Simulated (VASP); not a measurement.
**K3Mg4SiF12 (a cell with a defect): single point with HSE06**

System: K3Mg4SiF12 (a cell with a defect).

```
K Si Mg F
1.0
     7.98254    0.00000    0.00000
     0.00000    7.98254    0.00000
     0.00000    0.00000    7.98254
K Si Mg F
6 2 8 24
Direct
  0.97379 0.00973 0.00003
  0.98683 0.01223 0.50017
  0.98810 0.48979 0.99983
  0.50713 0.01597 0.00019
  0.50603 0.01442 0.50031
  0.50612 0.48964 0.00026
  0.17677 0.50508 0.49993
  0.48927 0.53966 0.50055
  0.24542 0.24143 0.24292
  0.24554 0.24175 0.75753
  0.23918 0.75732 0.24129
  0.23916 0.75692 0.75915
  0.74693 0.25898 0.25817
  0.74701 0.25895 0.74214
  0.75761 0.74416 0.25565
  0.75787 0.74407 0.74455
  0.24788 0.24519 0.00031
  0.24218 0.24596 0.50010
  0.29267 0.75154 0.00034
  0.20193 0.77171 0.49989
  0.74352 0.24600 0.00019
  0.75120 0.22744 0.50016
  0.70804 0.75525 0.00004
  0.77050 0.77188 0.50014
  0.99844 0.23045 0.24160
  0.99852 0.23065 0.75885
  0.99927 0.76607 0.21224
  0.99939 0.76574 0.78819
  0.49238 0.25844 0.24799
  0.49262 0.25779 0.75240
  0.48189 0.71054 0.32194
  0.48160 0.71097 0.67778
  0.26731 0.99708 0.24964
  0.26693 0.99697 0.75089
  0.22925 0.50031 0.23536
  0.23150 0.50021 0.76695
  0.72897 0.99519 0.24670
  0.72929 0.99507 0.75361
  0.75492 0.50282 0.22464
  0.75479 0.50279 0.77577
```

```
Program             : VASP 6.6.1
Task                : single point
Functional          : HSE06
Potentials or basis : VASP PAW PBE potentials, release 64 (K_sv, Si, Mg, F)
Cutoff              : 520 eV
k mesh              : 1 × 1 × 1, shifted
Occupations         : fermi-dirac, width 0.05 eV
Spin                : no spin polarisation
```

```yaml
Pressure: 2.0 GPa
Largest_force: 0.260 eV/Å
Band_gap_on_the_k_mesh: 3.27 eV
```

Forces in eV/Å, atoms in the order of the input:
```
K    0.041 -0.014  0.003
K    0.047 -0.020  0.002
K    0.042  0.011  0.008
K   -0.038 -0.024 -0.002
K   -0.042 -0.028  0.001
K   -0.052  0.015 -0.003
Si   0.152  0.026 -0.008
Si  -0.230  0.121 -0.008
Mg   0.009 -0.048 -0.051
Mg   0.013 -0.049  0.053
Mg  -0.006  0.055 -0.047
Mg  -0.002  0.052  0.047
Mg   0.005 -0.001 -0.003
Mg   0.002 -0.003  0.002
Mg   0.045  0.016 -0.019
Mg   0.042  0.020  0.021
F   -0.007 -0.006  0.001
F    0.008  0.069 -0.003
F   -0.062  0.009  0.001
F    0.026 -0.071  0.001
F    0.010  0.020 -0.001
F    0.010  0.082 -0.001
F    0.040 -0.019  0.001
F   -0.012 -0.075  0.000
F    0.016  0.039  0.029
F    0.016  0.040 -0.031
F    0.008 -0.032  0.064
F    0.008 -0.035 -0.066
F   -0.004 -0.007  0.010
F   -0.006 -0.009 -0.011
F   -0.033 -0.056  0.043
F   -0.021 -0.056 -0.040
F   -0.035 -0.005 -0.014
F   -0.035 -0.004  0.013
F    0.015  0.006  0.074
F   -0.005  0.009 -0.061
F    0.016 -0.025  0.014
F    0.016 -0.024 -0.014
F    0.004  0.011  0.076
F   -0.001  0.014 -0.079
```

Stress tensor (GPa, compression positive):
```
 1.43 -0.10  0.01
-0.10  2.62 -0.01
 0.01 -0.01  1.82
```

Levels at points of the mesh, in eV from the valence-band top:
```csv
k point,band 121,band 122,band 123,band 124,band 125,band 126
"(0.25, 0.25, 0.25)",-4.29,-2.40,0.00,3.28,3.54,4.67
```

Wall time 47 min on 4 MPI ranks on Intel(R) Xeon(R) Platinum 8488C (Sapphire Rapids), with other jobs on the host, peak memory 0.41 GiB a rank.

Caveat: the PAW data sets were made with another functional, which shifts forces and pressure a little.
